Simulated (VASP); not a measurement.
# ReS (Fm-3m) in VASP: further runs, part 2 of 2

VASP 6.6.1.

**3. Single point, PBE**

This run uses another cell than the first one, of 14.94 Å³/atom, 0.993 times its volume.

Input file INCAR:

```
SYSTEM = ReS
PREC = Accurate ; ENCUT = 500
EDIFF = 1E-6 ; ISMEAR = 0
SIGMA = 0.1 ; LREAL = .FALSE.
LASPH = .TRUE. ; NELM = 120
ALGO = Normal ; ISIF = 2
LWAVE = .FALSE. ; LCHARG = .FALSE.
GGA = PE ; NBANDS = 18
GGA_COMPAT = .FALSE.
```

Input file KPOINTS:

```
regular mesh
0
G
  8 8 8
  0 0 0
```

Input file POSCAR:

```
ReS
1.0
    0.0000000000      2.4629411560      2.4629411560
    2.4629411560      0.0000000000      2.4629411560
    2.4629411560      2.4629411560      0.0000000000
Re S
1 1
Direct
    0.0000000000      0.0000000000      0.0000000000
    0.5000000000      0.5000000000      0.5000000000
```

Potentials or basis: VASP PAW PBE potentials, release 64 (Re_sv_GW, S).

Launch:

```sh
> cat potpaw_PBE.64/Re_sv_GW/POTCAR potpaw_PBE.64/S/POTCAR > POTCAR
> mpirun -np 1 vasp_std > vasp.out
```

OUTCAR:

```text
SYSTEM = ReS
   PREC = Accurate
   ENCUT = 500
   EDIFF = 1E-6
   ISMEAR = 0
   LREAL = .FALSE.
   LASPH = .TRUE.
   NELM = 120
   ISIF = 2
   GGA = PE

 ion  position               nearest neighbor table
   1  0.000  0.000  0.000-   2 2.46   2 2.46   2 2.46   2 2.46   2 2.46   2 2.46
   2  0.500  0.500  0.500-   1 2.46   1 2.46   1 2.46   1 2.46   1 2.46   1 2.46

  LATTYP: Found a face centered cubic cell.
 ALAT       =     4.9258823120

  Lattice vectors:

 A1 = (   0.0000000000,   2.4629411560,   2.4629411560)
 A2 = (   2.4629411560,   0.0000000000,   2.4629411560)
 A3 = (   2.4629411560,   2.4629411560,   0.0000000000)

Analysis of symmetry for initial positions (statically):
=====================================================================
 Subroutine PRICEL returns:
 Original cell was already a primitive cell.

 Routine SETGRP: Setting up the symmetry group for a
 face centered cubic supercell.

 Subroutine GETGRP returns: Found 48 space group operations
 (whereof 48 operations were pure point group operations)
 out of a pool of 48 trial point group operations.

The static configuration has the point symmetry O_h .

Analysis of symmetry for dynamics (positions and initial velocities):
=====================================================================
 Subroutine PRICEL returns:
 Original cell was already a primitive cell.

 Routine SETGRP: Setting up the symmetry group for a
 face centered cubic supercell.

 Subroutine GETGRP returns: Found 48 space group operations
 (whereof 48 operations were pure point group operations)
 out of a pool of 48 trial point group operations.

The dynamic configuration has the point symmetry O_h .

 Subroutine INISYM returns: Found 48 space group operations
 (whereof 48 operations are pure point group operations),
 and found     1 'primitive' translations

----------------------------------------------------------------------------------------

[... 105 lines left out ...]
   EMIN   =  10.00;   EMAX   =-10.00  energy-range for DOS
   EFERMI =   0.00;   METHOD = LEGACY
   ISMEAR =     0;   SIGMA  =   0.10  broadening in eV -4-tet -1-fermi 0-gaus
   EFERMI_NEDOS =   21; number of points for ismear=-14 and -15
   IALGO  =     38    algorithm
   IMIX   =      4    mixing-type and parameters
     AMIX     =   0.40;   BMIX     =  1.00
     AMIX_MAG =   1.60;   BMIX_MAG =  1.00
  volume/ion in A,a.u.               =      14.94       100.82
  Fermi-wavevector in a.u.,A,eV,Ry     =   1.455517  2.750528 28.824340  2.118529
  Thomas-Fermi vector in A             =   2.572542
   LORBIT       =      0    0 simple, 1 ext, 2 COOP (PROOUT), +10 PAW based schemes
   GGA     = PE    functional components
   LHFCALC =     F    Hartree Fock is set to
   AEXX    =    0.0000 exact exchange contribution
   IVDW    =     0    specifies the selected vdW correction
   LEPSILON=     F    determine dielectric tensor
   LRPA    =     F    only Hartree local field effects (RPA)
 non-spin polarized calculation
 Gauss-broadening in eV      SIGMA  =   0.10
  energy-cutoff  :      500.00
  volume of cell :       29.88
 maximum number of plane-waves:       775
 NGX is ok and might be reduce to    28
   NGX = 13   NGY = 13   NGZ = 13

 number of electron      20.9999997 magnetization

 Free energy of the ion-electron system (eV)
  ---------------------------------------------------
  ext. energy  EPLUGINS =         0.00000000
  ---------------------------------------------------
  free energy    TOTEN  =       -16.14967297 eV

  energy without entropy =      -16.12666739  energy(sigma->0) =      -16.13817018

 E-fermi :  11.7028     XC(G=0): -12.6644

 val. band max:       11.6989152510   @ k =   0.2500   0.1250   0.0000
 cond. band min:      11.7215651335   @ k =  -0.2500   0.2500   0.0000
 fundamental gap:      0.0226498825
 Fermi energy:        11.7028076072

 k-point     1 :       0.0000    0.0000    0.0000
  band No.  band energies     occupation
      1     -68.6160      2.00000
      2     -30.4936      2.00000
      3     -30.4936      2.00000
      4     -30.4936      2.00000
      5      -5.3039      2.00000
      6       8.5880      2.00000
[... 481 lines left out ...]
      5      -3.1717      2.00000
      6       3.0262      2.00000
[... 10 lines left out ...]
     17      20.5542      0.00000
     18      23.8163      0.00000

 [... further k-points ...]
[... 5 lines left out ...]
  --------------------------------------------------------------------------------------
  -------------------------------------------------------------------------------------
  Total       -0.2924133     -0.2924133     -0.2924133      0.0000000     -0.0000000     -0.0000000
  in kB      -15.6789020    -15.6789020    -15.6789020      0.0000000     -0.0000000     -0.0000000
  external PRESSURE =     -15.6789020 kB  Pullay stress =       0.0000000 kB

 VOLUME and BASIS-vectors are now :
 -----------------------------------------------------------------------------
  energy-cutoff  :      500.00
  volume of cell :       29.88
      direct lattice vectors                 reciprocal lattice vectors
     0.000000000  2.462941156  2.462941156    -0.203009316  0.203009316  0.203009316
     2.462941156  0.000000000  2.462941156     0.203009316 -0.203009316  0.203009316
     2.462941156  2.462941156  0.000000000     0.203009316  0.203009316 -0.203009316

 POSITION                                       TOTAL-FORCE (eV/Angst)
 -----------------------------------------------------------------------------------
      0.00000      0.00000      0.00000         0.000000      0.000000      0.000000
      2.46294      2.46294      2.46294         0.000000      0.000000      0.000000
 -----------------------------------------------------------------------------------
    total drift:                               -0.000000      0.000000      0.000000

  FREE ENERGIE OF THE ION-ELECTRON SYSTEM (eV)
  ---------------------------------------------------
  free  energy   TOTEN  =       -16.1496729718 eV

  energy  without entropy=      -16.1266673940  energy(sigma->0) =      -16.13817018
```

Run time: 19 s. Hardware: 1 thread of Intel Xeon Platinum 8488C (Sapphire Rapids), shared host; peak memory 0.16 GiB.

What came out:

- Free energy: -16.1497 eV
- Pressure: -1.6 GPa

Levels at points of the mesh, in eV from the Fermi level:
| k point | band 8 | band 9 | band 10 | band 11 | band 12 | band 13 |
| --- | --- | --- | --- | --- | --- | --- |
| (0.00, 0.00, 0.00) | -3.11 | -2.87 | -2.87 | -2.87 | -2.47 | -2.47 |
| (0.50, 0.00, 0.00) | -6.77 | -0.31 | -0.31 | 0.24 | 2.32 | 5.22 |
| (0.50, 0.50, 0.00) | -4.64 | -4.64 | -1.37 | 0.36 | 0.46 | 0.46 |

Caveat: spin-orbit coupling is left out, which moves the levels of the heavy elements.
